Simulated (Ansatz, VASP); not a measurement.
SiC: VASP beside Ansatz

File INCAR:

```
SYSTEM = SiC
PREC = Accurate ; ENCUT = 600
EDIFF = 1E-6 ; ISMEAR = 0
SIGMA = 0.01 ; LREAL = .False.
LASPH = .True. ; NELM = 120
ALGO = Normal ; ISIF = 2
LWAVE = .False. ; LCHARG = .False.
GGA = PE ; NBANDS = 11
GGA_COMPAT = .False.
```

KPOINTS

```
regular mesh
0
Gamma
  8 8 8
  0 0 0
```

POSCAR

```
SiC
1.0
    0.0000000000      2.1451593450      2.1451593450
    2.1451593450      0.0000000000      2.1451593450
    2.1451593450      2.1451593450      0.0000000000
Si C
1 1
Direct
    0.2500000000      0.2500000000      0.2500000000
    0.0000000000      0.0000000000      0.0000000000
```

Input for Ansatz:

```yaml
crystal:
  lattice:
    - [0.0, 2.145159345, 2.145159345]
    - [2.145159345, 0.0, 2.145159345]
    - [2.145159345, 2.145159345, 0.0]
  atoms:
    - { symbol: Si, position: [0.25, 0.25, 0.25] }
    - { symbol: C, position: [0.0, 0.0, 0.0] }
kpoints:
  mp_grid: { grid: [8, 8, 8] }
hamiltonian:
  xc: pbe
scf:
  occupations: { method: fixed }
  n_extra_bands: 4
output:
  forces: true
  stress: true
  eigenvalues: true
```

Alike in both runs: task single point; functional PBE; k mesh 8 × 8 × 8; no spin polarisation.

```csv
,VASP,Ansatz
version,VASP 6.6.1,Ansatz 0.2.0
potentials or method,"VASP PAW PBE potentials, release 64 (Si, C)","plane waves, PAW"
plane-wave cutoff (eV),600,420
occupations,"gaussian, width 0.01 eV",fixed
valence electrons in the cell,8,8
```

```csv
,VASP,Ansatz,Ansatz less VASP
gap on the k mesh at the Fermi level (eV),1.31,1.31,+0.003
pressure (GPa),14.6,14.9,+0.24
```
